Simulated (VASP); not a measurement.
## Mo: single point with PBE

Crystal: Mo.

```xyz
1
Lattice="-1.5814 1.5814 1.5814 1.5814 -1.5814 1.5814 1.5814 1.5814 -1.5814" Properties=species:S:1:pos:R:3 pbc="T T T"
Mo    0.0000    0.0000    0.0000
```

```json
{"Program": "VASP 6.6.1", "Task": "single point", "Functional": "PBE", "Potentials or basis": "VASP PAW PBE potentials, release 64 (Mo_sv)", "Cutoff": "520 eV", "k mesh": "14 × 14 × 14", "Occupations": "methfessel-paxton, width 0.01 eV", "Spin": "no spin polarisation", "Dipole correction": "no", "Further INCAR settings": "ALGO = Normal; EDIFF = 1e-07; NBANDS = 13"}
```

```
Pressure               : 0.7 GPa
Band gap on the k mesh : zero (band 7 reaches 16.30 eV, above the bottom of band 8 at 11.05 eV)
```

Levels at points of the mesh, in eV from the Fermi level:
| k point | band 3 | band 4 | band 5 | band 6 | band 7 | band 8 | band 9 | band 10 | band 11 | band 12 |
| --- | --- | --- | --- | --- | --- | --- | --- | --- | --- | --- |
| (0.00, 0.00, 0.00) | -34.64 | -34.64 | -7.24 | -1.40 | -1.40 | -1.40 | 1.58 | 1.58 | 14.77 | 14.77 |
| (0.50, 0.00, 0.00) | -35.07 | -34.65 | -5.31 | -3.40 | 1.53 | 1.60 | 2.22 | 4.59 | 11.40 | 11.89 |
| (0.50, 0.50, 0.50) | -35.57 | -35.57 | -5.40 | -5.40 | 3.85 | 3.85 | 3.85 | 8.92 | 8.92 | 8.92 |

Wall time 11 s on 1 thread of Intel Xeon 6975P-C, on a shared host, peak memory 0.14 GiB.
